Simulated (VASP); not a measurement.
Input of a VASP 6.6.1 run:

File INCAR:

```
  PREC = Accurate
  ENCUT = 520
  EDIFF = 1E-6
  ISMEAR = -1
  SIGMA = 0.05
  LREAL = False
  LASPH = True
  NELM = 80
  ALGO = Normal
  ISIF = 2
  LWAVE = False
  LCHARG = False
  GGA = PS
  NBANDS = 11
```

KPOINTS

```
Automatic mesh
0
Gamma
  7 7 7
```

The input POSCAR:

```
Sr
1.0
   -2.4350000000      2.4350000000      2.4350000000
    2.4350000000     -2.4350000000      2.4350000000
    2.4350000000      2.4350000000     -2.4350000000
Sr
1
Direct
    0.0000000000      0.0000000000      0.0000000000
```

Potentials or basis: VASP PAW PBE potentials, release 64 (Sr_sv).

Command:

```bash
$ cat potpaw_PBE.64/Sr_sv/POTCAR > POTCAR
$ mpirun -np 1 vasp_std > vasp.out
```

(1) What does it give for the pressure?

(2) Predict the band gap on the k mesh.

Results:

(1) -1.2 GPa.

(2) zero (band 5 reaches 1.60 eV, above the bottom of band 6 at 1.38 eV).

Caveat: the PAW data sets were made with another functional, which shifts forces and pressure a little.
